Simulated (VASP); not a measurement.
The system is ZnO.

```xyz
2
Lattice="1.4332 -3.5271 0.0000 1.4332 3.5271 0.0000 0.0000 0.0000 2.8385" Properties=species:S:1:pos:R:3 pbc="T T T"
Zn    0.0000    0.0000    0.0000
O     1.4332    0.0000    1.4192
```

| Property | Result |
| --- | --- |
| Program | VASP 6.6.1 |
| Task | relaxation of cell and atoms |
| Functional | PBEsol |
| Dispersion | D3(BJ) |
| Potentials or basis | VASP PAW PBE potentials, release 64 (Zn, O) |
| Cutoff | 600 eV |
| k mesh | 10 × 10 × 9 |
| Occupations | fermi-dirac, width 0.05 eV |
| Spin | no spin polarisation |

At the start: pressure -5.7 GPa; volume 14.35 Å³/atom.

**Question.** Where does the relaxation end?

**Answer.** Over 18 steps the energy falls by 58.1 meV/atom and the volume is 11.02 Å³/atom (-23.2 %); space group Cmmm (No. 65, to 0.05 Å).

Step by step:
| step | energy change (eV) | largest force (eV/Å) | pressure (GPa) | volume (Å³) |
| --- | --- | --- | --- | --- |
| 1 | 0.0000 | 0.0000 | -5.74 | 28.70 |
| 2 | 0.0007 | 0.0000 | 5.53 | 26.61 |
| 3 | -0.0219 | 0.0000 | -0.65 | 27.63 |
| 4 | -0.0298 | 0.0000 | -0.64 | 27.26 |
| 5 | -0.0537 | 0.0000 | -0.60 | 26.13 |
| 6 | -0.0945 | 0.0000 | 0.26 | 23.87 |
| 7 | 0.0054 | 0.0000 | 10.36 | 19.34 |
| 8 | -0.1020 | 0.0000 | 0.82 | 23.17 |
| 9 | -0.1047 | 0.0000 | 1.84 | 22.29 |
| 10 | -0.1114 | 0.0000 | 0.61 | 22.13 |
| 11 | -0.1129 | 0.0000 | -0.42 | 22.00 |
| 12 | -0.1155 | 0.0000 | 0.25 | 21.95 |
| 13 | -0.1160 | 0.0000 | 0.71 | 21.91 |
| 14 | -0.1160 | 0.0000 | 0.78 | 21.91 |
| 15 | -0.1162 | 0.0000 | -0.01 | 22.00 |
| 16 | -0.1162 | 0.0000 | 0.03 | 22.00 |
| 17 | -0.1163 | 0.0000 | 0.07 | 22.01 |
| 18 | -0.1163 | 0.0000 | 0.09 | 22.03 |

Final structure:
```
CELL_PARAMETERS angstrom
1.44456 -2.75545 0.00000
1.44456 2.75545 0.00000
0.00000 0.00000 2.76752
ATOMIC_POSITIONS crystal
Zn 0.00000 0.00000 0.00000
O 0.50000 0.50000 0.50000
```

Caveat: the volume moved by over 15 % at a fixed basis, so the end points are rough; the PAW data sets were made with another functional, which shifts forces and pressure a little; pairwise dispersion overbinds metals, which lowers pressure and volume.
